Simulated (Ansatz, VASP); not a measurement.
**GaP in VASP and in Ansatz**

File INCAR:

```
SYSTEM = GaP
PREC = Accurate
ENCUT = 520
EDIFF = 1E-6
ISMEAR = 0
SIGMA = 0.05
LREAL = .FALSE.
LASPH = .TRUE.
NELM = 80
ALGO = Normal
ISIF = 2
LWAVE = .FALSE.
LCHARG = .FALSE.
GGA = CA
NBANDS = 26
```

KPOINTS

```
regular mesh
0
G
  9 9 9
  0 0 0
```

Contents of POSCAR:

```
GaP
1.0
    1.8319881705      1.0576988634      7.2980302087
   -1.8319881705      1.0576988634      7.2980302087
    0.0000000000     -2.1153977268      7.2980302087
Ga P
2 2
Direct
    0.4359784395      0.4359784395      0.4359784395
    0.5640215605      0.5640215605      0.5640215605
    0.0580350955      0.0580350955      0.0580350955
    0.9419649045      0.9419649045      0.9419649045
```

Input for Ansatz:

```yaml
crystal:
  lattice:
    - [1.8319881705, 1.0576988634, 7.2980302087]
    - [-1.8319881705, 1.0576988634, 7.2980302087]
    - [0.0, -2.1153977268, 7.2980302087]
  atoms:
    - { symbol: Ga, position: [0.4359784395, 0.4359784395, 0.4359784395] }
    - { symbol: Ga, position: [0.5640215605, 0.5640215605, 0.5640215605] }
    - { symbol: P, position: [0.0580350955, 0.0580350955, 0.0580350955] }
    - { symbol: P, position: [0.9419649045, 0.9419649045, 0.9419649045] }
basis:
  ecutwfc: 420
kpoints:
  mp_grid: { grid: [9, 9, 9] }
hamiltonian:
  xc: lda
  pseudopotentials: { kind: paw, azcp: { folder: soft_1 } }
scf:
  occupations: { method: gaussian, width: 0.05 }
output:
  forces: true
  stress: true
  eigenvalues: true
  write_density: true
  write_potential: true
  elf: true
  volumetric_format: npy
```

Alike in both runs: task single point; functional LDA; k mesh 9 × 9 × 9; occupations gaussian, width 0.05 eV; no spin polarisation.

```csv
,VASP,Ansatz
version,VASP 6.6.1,Ansatz 0.2.0
potentials or method,"VASP PAW LDA potentials, release 64 (Ga_d, P), cutoff 520 eV","scalar-relativistic, plane waves, PAW"
valence electrons in the cell,36,36
```

|  | VASP | Ansatz | Ansatz less VASP |
| --- | --- | --- | --- |
| gap on the k mesh at the Fermi level (eV) | none | none | - |
| pressure (GPa) | -2.9 | -3.0 | -0.13 |
| traceless stress, the component that is largest in VASP (GPa) | -14.94 | -14.88 | +0.065 |
| rms of the force components (eV/Å) | 0.275 | 0.268 | -0.0067 |

Ansatz warns that its potentials were made for another functional, while VASP's fit it. LDA's correlation is that of Perdew and Zunger in VASP and of Perdew and Wang (1992) in Ansatz. Atom by atom the forces differ by 0.007 eV/Å (rms over components). A gap of «none» marks a metal or a gap that the smearing closes.
